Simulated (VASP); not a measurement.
# S (R-3m) in VASP: notebook

The runs below take S through single point, with PBE.

All numbers are computed with VASP 6.6.1; they aren't measurements. Logs are shortened: lines on timing, memory, paths and dates and some standing lists are left out, and cuts for length are marked.

### Step 1. The cell of the first run

The structure is trigonal, space group R-3m (No. 166). Conventional cell: a = 3.277 Å, b = 3.277 Å, c = 2.584 Å, α = 90.00°, β = 90.00°, γ = 120.00°. S (site symmetry -3m) has 14 S at 2.08 to 2.58 Å within 2.8 Å.

### Step 2. Single point, PBE

INCAR reads:

```
SYSTEM = S
PREC = Accurate
ENCUT = 520
EDIFF = 1E-6
ISMEAR = -1
SIGMA = 0.1
LREAL = .FALSE.
LASPH = .TRUE.
NELM = 100
ALGO = Normal
ISIF = 2
LWAVE = .FALSE.
LCHARG = .FALSE.
GGA = PE
NBANDS = 9
```

KPOINTS reads:

```
regular mesh
0
G
  10 10 10
  0 0 0
```

POSCAR reads:

```
S
1.0
    1.6385000000      0.9459900000      0.8613300000
   -1.6385000000      0.9459900000      0.8613300000
    0.0000000000     -1.8919800000      0.8613300000
S
1
Direct
    0.0000000000      0.0000000000      0.0000000000
```

Potentials or basis: VASP PAW PBE potentials, release 64 (S).

The run is started by

```sh
$ cat potpaw_PBE.64/S/POTCAR > POTCAR
$ mpirun -np 1 vasp_std > vasp.out
```

OUTCAR:

```text
SYSTEM = S
   PREC = Accurate
   ENCUT = 520
   EDIFF = 1E-6
   ISMEAR = -1
   LREAL = .FALSE.
   LASPH = .TRUE.
   NELM = 100
   ISIF = 2
   GGA = PE

 ion  position               nearest neighbor table
   1  0.000  0.000  0.000-

  LATTYP: Found a trigonal (rhomboedric) cell.
 ALAT       =     2.0788142531
 COS(alpha) =    -0.2424860329

  Lattice vectors:

 A1 = (   1.6385000000,   0.9459900000,   0.8613300000)
 A2 = (  -1.6385000000,   0.9459900000,   0.8613300000)
 A3 = (   0.0000000000,  -1.8919800000,   0.8613300000)

Analysis of symmetry for initial positions (statically):
=====================================================================
 Subroutine PRICEL returns:
 Original cell was already a primitive cell.

 Routine SETGRP: Setting up the symmetry group for a
 trigonal (rhombohedral) supercell.

 Subroutine GETGRP returns: Found 12 space group operations
 (whereof 12 operations were pure point group operations)
 out of a pool of 12 trial point group operations.

The static configuration has the point symmetry D_3d.

Analysis of symmetry for dynamics (positions and initial velocities):
=====================================================================
 Subroutine PRICEL returns:
 Original cell was already a primitive cell.

 Routine SETGRP: Setting up the symmetry group for a
 trigonal (rhombohedral) supercell.

 Subroutine GETGRP returns: Found 12 space group operations
 (whereof 12 operations were pure point group operations)
 out of a pool of 12 trial point group operations.

The dynamic configuration has the point symmetry D_3d.

 Subroutine INISYM returns: Found 12 space group operations
 (whereof 12 operations are pure point group operations),
 and found     1 'primitive' translations

----------------------------------------------------------------------------------------

                                     Primitive cell

  volume of cell :       8.0104

  direct lattice vectors                    reciprocal lattice vectors
     1.638500000  0.945990000  0.861330000     0.305157156  0.176182271  0.386998402
    -1.638500000  0.945990000  0.861330000    -0.305157156  0.176182271  0.386998402
     0.000000000 -1.891980000  0.861330000     0.000000000 -0.352364542  0.386998402

  length of vectors
     2.078814253  2.078814253  2.078816415     0.523382122  0.523382122  0.523381824

  position of ions in fractional coordinates (direct lattice)
     0.000000000  0.000000000  0.000000000

  ion indices of the primitive-cell ions
   primitive index   ion index
                 1           1

----------------------------------------------------------------------------------------

 KPOINTS: regular mesh

Automatic generation of k-mesh.
 Grid dimensions read from file:
 generate k-points for:   10   10   10

 Generating k-lattice:

  Cartesian coordinates                     Fractional coordinates (reciprocal lattice)
     0.030515716  0.017618227  0.038699840     0.100000000  0.000000000  0.000000000
    -0.030515716  0.017618227  0.038699840     0.000000000  0.100000000  0.000000000
     0.000000000 -0.035236454  0.038699840     0.000000000  0.000000000  0.100000000

  Length of vectors
     0.052338212  0.052338212  0.052338182

  Shift w.r.t. Gamma in fractional coordinates (k-lattice)
     0.000000000  0.000000000  0.000000000

 Subroutine IBZKPT returns following result:
 ===========================================

 Found    116 irreducible k-points:

 Following reciprocal coordinates:
            Coordinates               Weight
  0.000000  0.000000  0.000000      1.000000
  0.100000 -0.000000 -0.000000      6.000000
  0.200000 -0.000000 -0.000000      6.000000
  0.300000  0.000000  0.000000      6.000000
  0.400000  0.000000  0.000000      6.000000
  0.500000  0.000000  0.000000      3.000000
[... 16 lines left out ...]
  0.300000  0.300000  0.000000      6.000000
  0.400000  0.300000  0.000000     12.000000
 [... further k-points ...]
   k-points           NKPTS =    116   k-points in BZ     NKDIM =    116   number of bands    NBANDS=      9
   number of dos      NEDOS =    301   number of ions     NIONS =      1
   total plane-waves  NPLWV =   4096
   dimension x,y,z NGX =    16 NGY =   16 NGZ =   16
   dimension x,y,z NGXF=    32 NGYF=   32 NGZF=   32
   ions per type =               1
   NGX,Y,Z   is equivalent  to a cutoff of  12.80, 12.80, 12.80 a.u.
   NGXF,Y,Z  is equivalent  to a cutoff of  25.59, 25.59, 25.59 a.u.
 SYSTEM =  S
   PREC   = accura    normal or accurate (medium, high low for compatibility)
   ISTART =      0    job   : 0-new  1-cont  2-samecut
   ICHARG =      2    charge: 1-file 2-atom 10-const
   ISPIN  =      1    spin polarized calculation?
   LNONCOLLINEAR =      F non collinear calculations
   LSORBIT =      F    spin-orbit coupling
   LASPH  =      T    aspherical Exc in radial PAW
   ENCUT  =  520.0 eV  38.22 Ry    6.18 a.u.   3.87  3.87  3.87*2*pi/ulx,y,z
   NELM   =    100;   NELMIN=  2; NELMDL= -5     # of ELM steps
   EDIFF  = 0.1E-05   stopping-criterion for ELM
   LREAL  =      F    real-space projection
   EDIFFG = 0.1E-04   stopping-criterion for IOM
   NSW    =      0    number of steps for IOM
   IBRION =     -1    ionic relax: 0-MD 1-quasi-New 2-CG
   NFREE  =      0    steps in history (QN), initial steepest desc. (CG)
   ISIF   =      2    stress and relaxation
   ISYM   =      2    0-nonsym 1-usesym 2-fastsym
   POTIM  = 0.5000    time-step for ionic-motion
   TEBEG  =    0.0;   TEEND  =   0.0 temperature during run
   PSTRESS=    0.0 pullay stress
   NELECT =       6.0000    total number of electrons
   NUPDOWN=      -1.0000    fix difference up-down
   EMIN   =  10.00;   EMAX   =-10.00  energy-range for DOS
   EFERMI =   0.00;   METHOD = LEGACY
   ISMEAR =    -1;   SIGMA  =   0.10  broadening in eV -4-tet -1-fermi 0-gaus
   EFERMI_NEDOS =   21; number of points for ismear=-14 and -15
   IALGO  =     38    algorithm
   IMIX   =      4    mixing-type and parameters
     AMIX     =   0.40;   BMIX     =  1.00
     AMIX_MAG =   1.60;   BMIX_MAG =  1.00
  volume/ion in A,a.u.               =       8.01        54.06
  Fermi-wavevector in a.u.,A,eV,Ry     =   1.486759  2.809568 30.075039  2.210453
  Thomas-Fermi vector in A             =   2.600005
   LORBIT       =      0    0 simple, 1 ext, 2 COOP (PROOUT), +10 PAW based schemes
   GGA     = PE    functional components
   LHFCALC =     F    Hartree Fock is set to
   AEXX    =    0.0000 exact exchange contribution
   IVDW    =     0    specifies the selected vdW correction
   LEPSILON=     F    determine dielectric tensor
   LRPA    =     F    only Hartree local field effects (RPA)
 non-spin polarized calculation
  energy-cutoff  :      520.00
  volume of cell :        8.01
 maximum number of plane-waves:       226
   NGX =  7   NGY =  7   NGZ =  7

 number of electron       5.9999998 magnetization

 Free energy of the ion-electron system (eV)
  ---------------------------------------------------
  ext. energy  EPLUGINS =         0.00000000
  ---------------------------------------------------
  free energy    TOTEN  =        -0.16539572 eV

  energy without entropy =       -0.15286621  energy(sigma->0) =       -0.15913097

 E-fermi :  21.1667     XC(G=0): -14.5482

 val. band max:       21.1524319041   @ k =  -0.4000   0.5000   0.3000
 cond. band min:      21.1875638571   @ k =   0.4000   0.3000   0.1000
 fundamental gap:      0.0351319531
 Fermi energy:        21.1667467677

 k-point     1 :       0.0000    0.0000    0.0000
  band No.  band energies     occupation
      1      -5.9128      2.00000
      2      25.9642      0.00000
      3      29.0951      0.00000
      4      29.0951      0.00000
      5      29.3888      0.00000
      6      29.3888      0.00000
      7      37.3330      0.00000
      8      43.6228      0.00000
      9      43.6229      0.00000

 k-point     2 :       0.1000   -0.0000   -0.0000
  band No.  band energies     occupation
      1      -5.5307      2.00000
      2      22.9229      0.00000
      3      26.5518      0.00000
      4      27.8052      0.00000
      5      30.7872      0.00000
      6      34.2509      0.00000
      7      37.5689      0.00000
      8      41.9789      0.00000
      9      42.6105      0.00000

 k-point     3 :       0.2000   -0.0000   -0.0000
  band No.  band energies     occupation
      1      -4.3897      2.00000
      2      17.4903      2.00000
      3      25.9174      0.00000
      4      26.8353      0.00000
      5      31.4946      0.00000
      6      36.4206      0.00000
      7      38.7864      0.00000
      8      40.6880      0.00000
      9      43.3867      0.00000

 k-point     4 :       0.3000    0.0000    0.0000
  band No.  band energies     occupation
      1      -2.5082      2.00000
      2      12.3399      2.00000
      3      25.4715      0.00000
      4      26.4387      0.00000
      5      30.5751      0.00000
      6      34.6055      0.00000
      7      41.8576      0.00000
      8      42.7942      0.00000
      9      45.7479      0.00000

 k-point     5 :       0.4000    0.0000    0.0000
  band No.  band energies     occupation
      1       0.0577      2.00000
      2       7.7671      2.00000
      3      25.2487      0.00000
      4      26.6400      0.00000
      5      29.0114      0.00000
      6      33.1988      0.00000
      7      44.3981      0.00000
      8      46.3887      0.00000
      9      48.5786      0.00000

 k-point     6 :       0.5000    0.0000    0.0000
  band No.  band energies     occupation
      1       2.4705      2.00000
      2       4.6792      2.00000
      3      25.1920      0.00000
      4      27.1452      0.00000
      5      27.9813      0.00000
      6      32.6843      0.00000
      7      46.0563      0.00000
      8      47.7167      0.00000
      9      52.6112      0.00000
[... 169 lines left out ...]
 k-point    21 :      -0.3000    0.2000   -0.0000
  band No.  band energies     occupation
      1      -2.4206      2.00000
      2      16.4073      2.00000
      3      21.5318      0.05066
      4      28.0072      0.00000
      5      28.8522      0.00000
      6      34.1267      0.00000
      7      37.9675      0.00000
      8      38.9461      0.00000
      9      43.2308      0.00000

 k-point    22 :      -0.2000    0.2000    0.0000
  band No.  band energies     occupation
      1      -3.8297      2.00000
      2      20.4107      1.99896
      3      22.4533      0.00001
      4      28.8257      0.00000
      5      28.9394      0.00000
      6      34.3732      0.00000
      7      37.3745      0.00000
      8      38.6948      0.00000
      9      40.0994      0.00000

 k-point    23 :       0.3000    0.3000    0.0000
  band No.  band energies     occupation
      1       2.8609      2.00000
      2      10.1956      2.00000
      3      11.6838      2.00000
      4      25.0922      0.00000
      5      35.5643      0.00000
      6      38.7079      0.00000
      7      40.5446      0.00000
      8      46.6166      0.00000
      9      49.7193      0.00000

 k-point    24 :       0.4000    0.3000    0.0000
  band No.  band energies     occupation
      1       5.4180      2.00000
      2       7.4180      2.00000
      3      12.0532      2.00000
      4      25.8445      0.00000
      5      33.4035      0.00000
      6      37.0671      0.00000
      7      39.7335      0.00000
      8      44.8102      0.00000
      9      50.6319      0.00000

 [... further k-points ...]
[... 5 lines left out ...]
  --------------------------------------------------------------------------------------
  -------------------------------------------------------------------------------------
  Total       10.9922676     10.9923044     10.5459198      0.0000000      0.0000000      0.0000000
  in kB     2198.5890443   2198.5964068   2109.3139836      0.0000000      0.0000000      0.0000000
  external PRESSURE =    2168.8331449 kB  Pullay stress =       0.0000000 kB

 VOLUME and BASIS-vectors are now :
 -----------------------------------------------------------------------------
  energy-cutoff  :      520.00
  volume of cell :        8.01
      direct lattice vectors                 reciprocal lattice vectors
     1.638500000  0.945990000  0.861330000     0.305157156  0.176182271  0.386998402
    -1.638500000  0.945990000  0.861330000    -0.305157156  0.176182271  0.386998402
     0.000000000 -1.891980000  0.861330000     0.000000000 -0.352364542  0.386998402

 POSITION                                       TOTAL-FORCE (eV/Angst)
 -----------------------------------------------------------------------------------
      0.00000      0.00000      0.00000         0.000000     -0.000000      0.000000
 -----------------------------------------------------------------------------------
    total drift:                               -0.000000      0.000000     -0.000000

  FREE ENERGIE OF THE ION-ELECTRON SYSTEM (eV)
  ---------------------------------------------------
  free  energy   TOTEN  =        -0.1653957202 eV

  energy  without entropy=       -0.1528662113  energy(sigma->0) =       -0.15913097
```

It took 6.2 s on 1 thread of Intel Xeon 6975P-C, shared host; peak memory 0.11 GiB.

Results:

```yaml
Free_energy: -0.1654 eV
Pressure: 216.9 GPa
Band_gap_on_the_k_mesh: zero (band 3 reaches 29.10 eV, above the bottom of band 4 at 13.99 eV)
```

### Step 3. Single point, PBE

This run uses another cell than the first one, of 8.05 Å³/atom, 1.005 times its volume.

INCAR reads:

```
ALGO = Normal ; EDIFF = 1E-7
ENCUT = 520 ; GGA = PE
ISIF = 2 ; ISMEAR = -1
LASPH = T ; LCHARG = T
LELF = T ; LREAL = F
LVHAR = T ; LWAVE = F
NBANDS = 9 ; NELM = 60
PREC = Accurate ; SIGMA = 0.1
```

KPOINTS reads:

```
k-points
0
Gamma
  10 10 10
```

POSCAR reads:

```
S
1.0
    1.6412262945      0.9475640295      0.8627631640
   -1.6412262945      0.9475640295      0.8627631640
    0.0000000000     -1.8951280591      0.8627631640
S
1
Direct
    0.0000000000      0.0000000000      0.0000000000
```

Potentials or basis: VASP PAW PBE potentials, release 64 (S).

The run is started by

```sh
$ cat potpaw_PBE.64/S/POTCAR > POTCAR
$ mpirun -np 1 vasp_std > vasp.out
```

OUTCAR:

```text
EDIFF = 1E-7
   ENCUT = 520
   GGA = PE
   ISIF = 2
   ISMEAR = -1
   LASPH = T
   LREAL = F
   NELM = 60
   PREC = Accurate

 ion  position               nearest neighbor table
   1  0.000  0.000  0.000-

  LATTYP: Found a trigonal (rhomboedric) cell.
 ALAT       =     2.0822731850
 COS(alpha) =    -0.2424860329

  Lattice vectors:

 A1 = (   1.6412262945,   0.9475640295,   0.8627631640)
 A2 = (  -1.6412262945,   0.9475640295,   0.8627631640)
 A3 = (   0.0000000000,  -1.8951280591,   0.8627631640)

Analysis of symmetry for initial positions (statically):
=====================================================================
 Subroutine PRICEL returns:
 Original cell was already a primitive cell.

 Routine SETGRP: Setting up the symmetry group for a
 trigonal (rhombohedral) supercell.

 Subroutine GETGRP returns: Found 12 space group operations
 (whereof 12 operations were pure point group operations)
 out of a pool of 12 trial point group operations.

The static configuration has the point symmetry D_3d.

Analysis of symmetry for dynamics (positions and initial velocities):
[... 155 lines left out ...]

 E-fermi :  21.0438     XC(G=0): -14.5216

 val. band max:       21.0050337320   @ k =  -0.4000   0.5000   0.3000
 cond. band min:      21.0494812097   @ k =   0.1000   0.1000   0.1000
 fundamental gap:      0.0444474777
 Fermi energy:        21.0438020398

 k-point     1 :       0.0000    0.0000    0.0000
  band No.  band energies     occupation
      1      -5.9439      2.00000
      2      25.8018      0.00000
      3      28.9866      0.00000
      4      28.9866      0.00000
      5      29.2156      0.00000
      6      29.2156      0.00000
      7      37.1827      0.00000
      8      43.4576      0.00000
      9      43.4577      0.00000
[... 265 lines left out ...]
 k-point    24 :       0.4000    0.3000    0.0000
  band No.  band energies     occupation
      1       5.3313      2.00000
      2       7.3610      2.00000
      3      11.9700      2.00000
      4      25.7049      0.00000
      5      33.2531      0.00000
      6      36.8863      0.00000
      7      39.5734      0.00000
      8      44.6363      0.00000
      9      50.4352      0.00000

 [... further k-points ...]
[... 5 lines left out ...]
  --------------------------------------------------------------------------------------
  -------------------------------------------------------------------------------------
  Total       10.8715636     10.8716000     10.4451682      0.0000000     -0.0000000      0.0000000
  in kB     2163.6286069   2163.6358525   2078.7685847      0.0000000     -0.0000001      0.0000000
  external PRESSURE =    2135.3443480 kB  Pullay stress =       0.0000000 kB

 VOLUME and BASIS-vectors are now :
 -----------------------------------------------------------------------------
  energy-cutoff  :      520.00
  volume of cell :        8.05
      direct lattice vectors                 reciprocal lattice vectors
     1.641226295  0.947564029  0.862763164     0.304650249  0.175889609  0.386355546
    -1.641226295  0.947564029  0.862763164    -0.304650249  0.175889609  0.386355546
     0.000000000 -1.895128059  0.862763164     0.000000000 -0.351779218  0.386355546

 POSITION                                       TOTAL-FORCE (eV/Angst)
 -----------------------------------------------------------------------------------
      0.00000      0.00000      0.00000         0.000000      0.000000      0.000000
 -----------------------------------------------------------------------------------
    total drift:                               -0.000000      0.000000     -0.000000

  FREE ENERGIE OF THE ION-ELECTRON SYSTEM (eV)
  ---------------------------------------------------
  free  energy   TOTEN  =        -0.2192559001 eV

  energy  without entropy=       -0.2070244645  energy(sigma->0) =       -0.21314018
```

stdout:

```text
POSCAR found type information on POSCAR S
 POSCAR found :  1 types and       1 ions
 scaLAPACK will be used
 LDA part: xc-table for (Slater+PW92), standard interpolation
 POSCAR, INCAR and KPOINTS ok, starting setup
 FFT: planning ... GRIDC
 FFT: planning ... GRID_SOFT
 FFT: planning ... GRID
 WAVECAR not read
 entering main loop
```

It took 6 s on 1 thread of Intel Xeon 6975P-C, shared host; peak memory 0.11 GiB.

What came out:

```
Free energy            : -0.2193 eV
Pressure               : 213.5 GPa
Band gap on the k mesh : zero (band 3 reaches 28.99 eV, above the bottom of band 4 at 13.90 eV)
```

Levels at points of the mesh, in eV from the Fermi level:
| k point | band 1 | band 2 | band 3 | band 4 | band 5 | band 6 | band 7 |
| --- | --- | --- | --- | --- | --- | --- | --- |
| (0.00, 0.00, 0.00) | -26.99 | 4.76 | 7.94 | 7.94 | 8.17 | 8.17 | 16.14 |
| (0.50, 0.00, 0.00) | -18.65 | -16.41 | 4.00 | 6.00 | 6.78 | 11.49 | 24.83 |
| (0.50, 0.50, 0.00) | -14.71 | -13.96 | -4.86 | 0.46 | 8.13 | 11.84 | 20.08 |
| (0.50, 0.50, 0.50) | -8.41 | -8.41 | -4.55 | -4.32 | -1.48 | -1.48 | 18.13 |

(Part 1 of 2 ends here.)
